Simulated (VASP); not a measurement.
## AgCl (Chlorargyrite): single point with PBEsol+D3(BJ)

AgCl (Chlorargyrite):

```
CELL_PARAMETERS angstrom
0.00000 2.73500 2.73500
2.73500 0.00000 2.73500
2.73500 2.73500 0.00000
ATOMIC_POSITIONS crystal
Ag 0.00000 0.00000 0.00000
Cl 0.50000 0.50000 0.50000
```

| Property | Result |
| --- | --- |
| Program | VASP 6.6.1 |
| Task | single point |
| Functional | PBEsol |
| Dispersion | D3(BJ) |
| Potentials or basis | VASP PAW PBE potentials, release 64 (Ag, Cl) |
| Cutoff | 520 eV |
| k mesh | 8 × 8 × 8 |
| Occupations | fermi-dirac, width 0.05 eV |
| Spin | no spin polarisation |
| Dipole correction | no |
| Further INCAR settings | ALGO = Normal; EDIFF = 1e-06; NBANDS = 16 |

```json
{
 "Pressure": "-3.1 GPa",
 "Band gap on the k mesh": "0.72 eV, indirect (least direct gap 3.18 eV)",
 "Dispersion energy per atom": "-0.290 eV"
}
```

Levels at points of the mesh, in eV from the valence-band top:
```csv
k point,band 6,band 7,band 8,band 9,band 10,band 11,band 12,band 13
"(0.00, 0.00, 0.00)",-2.61,-2.51,-2.51,-2.51,0.72,10.73,10.73,10.73
"(0.50, 0.00, 0.00)",-2.24,-1.90,0.00,0.00,3.92,6.67,7.45,7.45
"(0.50, 0.50, 0.00)",-2.40,-2.10,-2.10,-1.99,2.16,7.80,8.60,11.56
```

Run time: 17 s on 1 thread of Intel(R) Xeon(R) Platinum 8488C (Sapphire Rapids), on a shared host, peak memory 0.18 GiB.

Caveat: three body term missing; the PAW data sets were made with another functional, which shifts forces and pressure a little. A k mesh can miss the band edges.
